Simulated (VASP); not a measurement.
Here is a VASP 6.6.1 calculation.

Contents of INCAR:

```
  ALGO = Normal
  EDIFF = 1E-6
  ENCUT = 520
  GGA = PE
  ISIF = 2
  ISMEAR = 0
  LASPH = T
  LCHARG = F
  LREAL = F
  LWAVE = F
  NBANDS = 21
  NELM = 60
  PREC = Accurate
  SIGMA = 0.1
```

File KPOINTS:

```
k-points
0
Gamma
  4 4 4
```

POSCAR

```
Be3TeO2
1.0
    4.5094308900      0.0000000000      0.0000000000
    0.0000000000      4.5094308900      0.0000000000
    0.0000000000      0.0000000000      4.2383487600
Be Te O
3 1 2
Direct
    0.0000000000      0.5000000000      0.8937637300
    0.5000000000      0.0000000000      0.8937637300
    0.5000000000      0.5000000000      0.8905835900
    0.0000000000      0.0000000000      0.6619870700
    0.5000000000      0.5000000000      0.3004124700
    0.5000000000      0.5000000000      0.6191569000
```

Potentials or basis: VASP PAW PBE potentials, release 64 (Be, Te, O).

Command:

```console
$ cat potpaw_PBE.64/Be/POTCAR potpaw_PBE.64/Te/POTCAR potpaw_PBE.64/O/POTCAR > POTCAR
$ mpirun -np 1 vasp_std > vasp.out
```

Problem. Estimate the band gap on the k mesh.

Solution. Zero (bands 12 and 13 overlap by 0.49 eV).

Problem. Estimate the largest force.

Solution. 17.231 eV/Å.

Problem. Predict the pressure.

Solution. 19.3 GPa.

Stress tensor (GPa, compression positive):
```
 5.86  0.00  0.00
 0.00  5.86  0.00
 0.00  0.00 46.08
```

Caveat: the k points lie up to 0.37 Å⁻¹ apart; semilocal functionals underestimate gaps, so a narrow gap can read as zero; spin-orbit coupling is left out, which moves the levels of the heavy elements; forces of over 1 eV/Å act on the atoms, so gaps and moduli don't describe the material at rest.
